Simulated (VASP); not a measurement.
Write the native input for VASP 6.6.1 that does the following.

| Property | Result |
| --- | --- |
| Task | single point |
| Functional | PBE |
| Potentials or basis | VASP PAW PBE potentials, release 64 (Be) |
| Cutoff | 520 eV |
| k mesh | 8 × 6 × 6 |
| Occupations | gaussian, width 0.1 eV |
| Spin | no spin polarisation |
| Dipole correction | no |
| Further INCAR settings | ALGO = Normal; EDIFF = 1e-06; NBANDS = 9 |

The structure of Be lies in POSCAR:

```
Be
1.0
    2.2280791600      0.0000000000      0.0000000000
    0.0000000000      2.5100415700      0.0000000000
    0.0000000000      0.0000000000      3.0702371800
Be
2
Direct
    0.0000000000      0.0000000000      0.0670282200
    0.5000000000      0.5000000000      0.9329717800
```

The cell was generated, and may not be a known phase.

The input as run:

INCAR

```
PREC = Accurate
ENCUT = 520
EDIFF = 1E-6
ISMEAR = 0
SIGMA = 0.1
LREAL = False
LASPH = True
NELM = 80
ALGO = Normal
ISIF = 2
LWAVE = False
LCHARG = False
GGA = PE
NBANDS = 9
```

KPOINTS

```
Automatic mesh
0
Gamma
  8 6 6
```

Potentials or basis: VASP PAW PBE potentials, release 64 (Be).

Run with:

```bash
$ cat potpaw_PBE.64/Be/POTCAR > POTCAR
$ mpirun -np 1 vasp_std > vasp.out
```

It gave:

```yaml
Pressure: 52.2 GPa
Largest_force: 3.422 eV/Å
Band_gap_on_the_k_mesh: zero (bands 2 and 3 overlap by 2.24 eV)
```

Caveat: the k points lie up to 0.42 Å⁻¹ apart, too coarse for converged energies and pressures of a metal; forces of over 1 eV/Å act on the atoms, so gaps and moduli don't describe the material at rest.

Wall time 12 s on 1 thread of Intel Xeon 8259CL, with other jobs on the host, peak memory 0.12 GiB.
